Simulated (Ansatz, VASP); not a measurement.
**One calculation of In2O3, two programs**

```xyz
10
Lattice="2.8090 1.6218 4.9505 -2.8090 1.6218 4.9505 0.0000 -3.2435 4.9505" Properties=species:S:1:pos:R:3 pbc="T T T"
In    0.0000    0.0000    9.5593
In    0.0000    0.0000   12.7180
In    0.0000    0.0000    5.2922
In    0.0000    0.0000    2.1336
O    -1.9746   -0.1766    6.1882
O     0.8344    1.7984    6.1882
O     1.1402   -1.6218    6.1882
O     1.9746    0.1766    8.6634
O    -1.1402    1.6218    8.6634
O    -0.8344   -1.7984    8.6634
```

Change from the starting cell: hydrostatic strain +2.0%.

Alike in both runs: task single point; functional PBE; k mesh 6 × 6 × 6; occupations fermi-dirac, width 0.02 eV; no spin polarisation.

```csv
,VASP,Ansatz
version,VASP 6.6.1,Ansatz 0.2.0
potentials or method,"VASP PAW PBE potentials, release 64 (In_d, O)","plane waves, PAW"
plane-wave cutoff (eV),520,420
valence electrons in the cell,88,88
```

Ansatz gave:

```
gap on the k mesh at the Fermi level (eV)                     : 0.83
pressure (GPa)                                                : -3.1
traceless stress, the component that is largest in VASP (GPa) : 0.82
rms of the force components (eV/Å)                            : 0.035
```

What did VASP give for the same quantities?

gap on the k mesh at the Fermi level (eV): 0.83; pressure (GPa): -2.7; traceless stress, the component that is largest in VASP (GPa): 0.72; rms of the force components (eV/Å): 0.031.

Atom by atom the forces differ by 0.005 eV/Å (rms over components).
